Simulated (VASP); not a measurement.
Input of a VASP 6.6.1 run:

File INCAR:

```
SYSTEM = Ru
PREC = Accurate
ENCUT = 520
EDIFF = 1E-6
ISMEAR = 0
SIGMA = 0.1
LREAL = .FALSE.
LASPH = .TRUE.
NELM = 60
ALGO = Fast
ISIF = 2
LWAVE = .FALSE.
LCHARG = .FALSE.
GGA = PS
NBANDS = 36
```

The input KPOINTS:

```
Automatic mesh
0
G
  9 6 15
  0 0 0
```

Contents of POSCAR:

```
Ru
1.0
    4.0007768068      0.0000000000      0.0000000000
    0.0000000000      5.6579526996      0.0011680346
    0.0000000000      1.4149719962      2.3448439925
Ru
4
Direct
    0.2500000000      0.1656280408      0.3370216002
    0.2500000000      0.6656280408      0.3370216002
    0.7500000000      0.3343719592      0.6629783998
    0.7500000000      0.8343719592      0.6629783998
```

Potentials or basis: VASP PAW PBE potentials, release 64 (Ru_pv).

Command:

```console
$ cat potpaw_PBE.64/Ru_pv/POTCAR > POTCAR
$ mpirun -np 1 vasp_std > vasp.out
```

Problem. Estimate the band gap on the k mesh.

Solution. Zero (band 28 reaches 14.42 eV, above the bottom of band 29 at 12.34 eV).

Problem. Predict the pressure.

Solution. 5.9 GPa.

Stress tensor (GPa, compression positive):
```
 31.70   0.00   0.00
  0.00 -14.02   0.00
  0.00   0.00  -0.08
```

Caveat: the PAW data sets were made with another functional, which shifts forces and pressure a little.
